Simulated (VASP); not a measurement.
Set up this calculation in VASP 6.6.1, as the native input.

| Property | Result |
| --- | --- |
| Task | single point |
| Functional | PBE |
| Potentials or basis | VASP PAW PBE potentials, release 64 (Ag, S, La) |
| Cutoff | 520 eV |
| k mesh | 6 × 4 × 4 |
| Occupations | gaussian, width 0.01 eV |
| Spin | no spin polarisation |
| Dipole correction | no |
| Further INCAR settings | ALGO = Normal; EDIFF = 1e-07; NBANDS = 44 |

The structure of LaAgS2 lies in POSCAR:

```
LaAgS2
1.0
    4.3526243856      0.0000000000      0.0000000000
    0.0000000000      5.6226472006      0.0000000000
    0.0000000000      0.0000000000      7.8746126638
Ag S La
2 4 2
Direct
    0.0000000000      0.0000000000      0.8594073665
    0.5000000000      0.5000000000      0.1405926335
    0.0000000000      0.5000000000      0.9081029592
    0.5000000000      0.0000000000      0.0918970408
    0.0000000000      0.5000000000      0.4100782150
    0.5000000000      0.0000000000      0.5899217850
    0.0000000000      0.0000000000      0.3244924560
    0.5000000000      0.5000000000      0.6755075440
```

These files were run (other wordings do the same):

INCAR

```
SYSTEM = LaAgS2
PREC = Accurate
ENCUT = 520
EDIFF = 1E-7
ISMEAR = 0
SIGMA = 0.01
LREAL = .FALSE.
LASPH = .TRUE.
NELM = 100
ALGO = Normal
ISIF = 2
LWAVE = .FALSE.
LCHARG = .FALSE.
GGA = PE
NBANDS = 44
```

KPOINTS

```
Automatic mesh
0
G
  6 4 4
  0 0 0
```

Potentials or basis: VASP PAW PBE potentials, release 64 (Ag, S, La).

Command:

```console
$ cat potpaw_PBE.64/Ag/POTCAR potpaw_PBE.64/S/POTCAR potpaw_PBE.64/La/POTCAR > POTCAR
$ mpirun -np 1 vasp_std > vasp.out
```

Results of the run:

```
Pressure               : -2.0 GPa
Largest force          : 0.145 eV/Å
Band gap on the k mesh : 1.39 eV (least direct gap 2.05 eV)
```

Caveat: spin-orbit coupling is left out, which moves the levels of the heavy elements.

Wall time 5.1 min on 1 thread of Intel(R) Xeon(R) Platinum 8488C (Sapphire Rapids), with other jobs on the host, peak memory 0.46 GiB.
